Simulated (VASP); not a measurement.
# Cu: relaxation of cell and atoms with PBE

Crystal: Cu.

```
Cu
1.0
     0.00000    1.78872    1.78872
     1.78872    0.00000    1.78872
     1.78872    1.78872    0.00000
Cu
1
Direct
  0.00000 0.00000 0.00000
```

| Property | Result |
| --- | --- |
| Program | VASP 6.6.1 |
| Task | relaxation of cell and atoms |
| Functional | PBE |
| Potentials or basis | VASP PAW PBE potentials, release 64 (Cu) |
| Cutoff | 600 eV |
| k mesh | 8 × 8 × 8 |
| Occupations | gaussian, width 0.1 eV |
| Spin | no spin polarisation |
| Dipole correction | no |
| Further INCAR settings | ALGO = Normal; EDIFF = 1e-06; IBRION = 2; EDIFFG = -0.04; NSW = 90; ISIF = 3 |

| Property | Result |
| --- | --- |
| Relaxed volume | 12.08 Å³/atom |
| Relaxed cell | a = 2.575 Å, b = 2.575 Å, c = 2.575 Å, α = 60.00°, β = 60.00°, γ = 60.00° |
| Space group after relaxing (to 0.1 Å) | Fm-3m (No. 225) |
| Energy gained by relaxing | 15.5 meV/atom |
| Ionic steps | 3 |
| Pressure after relaxing | 0.0 GPa |
| Band gap on the k mesh | zero (an odd number of electrons rules out a gap without spin polarisation) |

The path:
| step | energy change (eV) | largest force (eV/Å) | pressure (GPa) | volume (Å³) |
| --- | --- | --- | --- | --- |
| 1 | 0.0000 | 0.0000 | 8.34 | 11.45 |
| 2 | -0.0106 | 0.0000 | -3.96 | 12.46 |
| 3 | -0.0155 | 0.0000 | 0.03 | 12.08 |

Final structure:
```xyz
1
Lattice="0.0000 1.8209 1.8209 1.8209 0.0000 1.8209 1.8209 1.8209 0.0000" Properties=species:S:1:pos:R:3 pbc="T T T"
Cu    0.0000    0.0000    0.0000
```

Levels at points of the mesh, in eV from the Fermi level:
```csv
k point,band 3,band 4,band 5,band 6,band 7,band 8,band 9
"(0.00, 0.00, 0.00)",-2.87,-2.87,-2.08,-2.08,22.49,24.97,24.97
"(0.50, 0.00, 0.00)",-2.90,-1.53,-1.53,-0.86,3.73,21.00,21.81
"(0.50, 0.50, 0.00)",-1.55,-1.39,-1.39,1.59,7.04,12.99,12.99
```

Wall time 8.6 s on 1 thread of Intel(R) Xeon(R) Platinum 8259CL CPU @ 2.50GHz (Skylake/Cascade Lake), on a shared host, peak memory 0.13 GiB.

Caveat: the k points lie up to 0.37 Å⁻¹ apart in the final cell, too coarse for converged energies and pressures of a metal.
